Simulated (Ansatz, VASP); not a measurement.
Pb: VASP beside Ansatz

File INCAR:

```
PREC = Accurate
ENCUT = 520
EDIFF = 1E-7
ISMEAR = 0
SIGMA = 0.1
LREAL = False
LASPH = True
NELM = 60
ALGO = Normal
ISIF = 2
LWAVE = False
LCHARG = False
GGA = PE
IVDW = 12
NBANDS = 13
```

File KPOINTS:

```
regular mesh
0
Gamma
  16 16 16
```

File POSCAR:

```
Pb
1.0
   -2.0035188990      2.0035188990      2.0035188990
    2.0035188990     -2.0035188990      2.0035188990
    2.0035188990      2.0035188990     -2.0035188990
Pb
1
Direct
    0.0000000000      0.0000000000      0.0000000000
```

Input for Ansatz:

```yaml
crystal:
  lattice:
    - [-2.003518899, 2.003518899, 2.003518899]
    - [2.003518899, -2.003518899, 2.003518899]
    - [2.003518899, 2.003518899, -2.003518899]
  atoms:
    - { symbol: Pb, position: [0.0, 0.0, 0.0] }
basis:
  ecutwfc: 420
kpoints:
  mp_grid: { grid: [16, 16, 16] }
hamiltonian:
  xc: pbe
  dispersion: d3bj
scf:
  occupations: { method: gaussian, width: 0.1 }
output:
  forces: true
  stress: true
  eigenvalues: true
```

Alike in both runs: task single point; functional PBE; dispersion D3(BJ); k mesh 16 × 16 × 16; occupations gaussian, width 0.1 eV; no spin polarisation.

|  | VASP | Ansatz |
| --- | --- | --- |
| version | VASP 6.6.1 | Ansatz 0.2.0 |
| potentials or method | VASP PAW PBE potentials, release 64 (Pb_d), cutoff 520 eV | scalar-relativistic, plane waves, PAW |
| valence electrons in the cell | 14 | 14 |

VASP gave:

- gap on the k mesh at the Fermi level (eV): none
- pressure (GPa): -2.3

Problem. Which values does Ansatz return?

Solution. gap on the k mesh at the Fermi level (eV): none; pressure (GPa): -2.2.

A gap of «none» marks a metal or a gap that the smearing closes.

Spin-orbit coupling is off throughout.
